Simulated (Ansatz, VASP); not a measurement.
# Two plane-wave programs on SnTe

File INCAR:

```
PREC     = Accurate       # precision mode
ENCUT    = 520            # plane-wave cutoff, eV
EDIFF    = 1E-6           # SCF threshold, eV
ISMEAR   = 0              # smearing method
SIGMA    = 0.03           # smearing width, eV
LREAL    = False          # projectors in reciprocal space
LASPH    = True           # aspherical terms in the spheres
NELM     = 80             # most SCF steps
ALGO     = Normal         # electronic algorithm
ISIF     = 2              # what is computed and relaxed
LWAVE    = False          # write WAVECAR
LCHARG   = False          # write CHGCAR
GGA      = PE             # functional
NBANDS   = 17             # bands
```

KPOINTS

```
regular mesh
0
Gamma
  10 10 10
```

POSCAR

```
SnTe
1.0
    0.0000000000      3.1565000000      3.1565000000
    3.1565000000      0.0000000000      3.1565000000
    3.1565000000      3.1565000000      0.0000000000
Sn Te
1 1
Direct
    0.0000000000      0.0000000000      0.0000000000
    0.5000000000      0.5000000000      0.5056004022
```

Input for Ansatz:

```yaml
crystal:
  lattice:
    - [0.0, 3.1565, 3.1565]
    - [3.1565, 0.0, 3.1565]
    - [3.1565, 3.1565, 0.0]
  atoms:
    - { symbol: Sn, position: [0.0, 0.0, 0.0] }
    - { symbol: Te, position: [0.5, 0.5, 0.5056004022] }
basis:
  ecutwfc: 420
kpoints:
  mp_grid: { grid: [10, 10, 10] }
hamiltonian:
  xc: pbe
scf:
  occupations: { method: gaussian, width: 0.03 }
output:
  forces: true
  stress: true
  eigenvalues: true
```

Change from the starting cell: all Te atoms moved +0.025 Å, as atom 2 along Cartesian [1 1 0].

Alike in both runs: task single point; functional PBE; k mesh 10 × 10 × 10; occupations gaussian, width 0.03 eV; no spin polarisation.

```csv
,VASP,Ansatz
version,VASP 6.6.1,Ansatz 0.2.0
potentials or method,"VASP PAW PBE potentials, release 64 (Sn_d, Te), cutoff 520 eV","scalar-relativistic, plane waves, PAW"
valence electrons in the cell,20,30
```

```csv
,VASP,Ansatz,Ansatz less VASP
gap on the k mesh at the Fermi level (eV),0.08,0.08,-0.001
least direct gap on the mesh (eV),0.08,0.08,-0.001
pressure (GPa),2.0,2.0,+0.07
```

VASP's potentials hold 20 valence electrons a cell and Ansatz's 30, so a difference there can come from the potentials and not from the codes.

Spin-orbit coupling is off throughout.
